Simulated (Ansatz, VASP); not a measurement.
**Ga: VASP beside Ansatz**

```
Ga
1.0
     1.38300   -4.02650    0.00000
     1.38300    4.02650    0.00000
    -0.11745    0.00000    3.32993
Ga
2
Direct
  0.86900 0.13100 0.25000
  0.13100 0.86900 0.75000
```

Alike in both runs: task single point; functional LDA; k mesh 14 × 14 × 11; occupations fermi-dirac, width 0.05 eV; no spin polarisation.

|  | VASP | Ansatz |
| --- | --- | --- |
| version | VASP 6.6.1 | Ansatz 0.2.0 |
| potentials or method | VASP PAW LDA potentials, release 64 (Ga_d), cutoff 520 eV | all-electron LAPW, scalar-relativistic |

```tsv
	VASP	Ansatz	Ansatz less VASP
pressure (GPa)	-3.9	-3.8	+0.04
traceless stress, the component that is largest in VASP (GPa)	0.20	0.21	+0.012
rms of the force components (eV/Å)	0.096	0.094	-0.0019
```

LDA's correlation is that of Perdew and Zunger in VASP and of Perdew and Wang (1992) in Ansatz. Atom by atom the forces differ by 0.002 eV/Å (rms over components). Ansatz ran all-electron here, and VASP with PAW potentials.
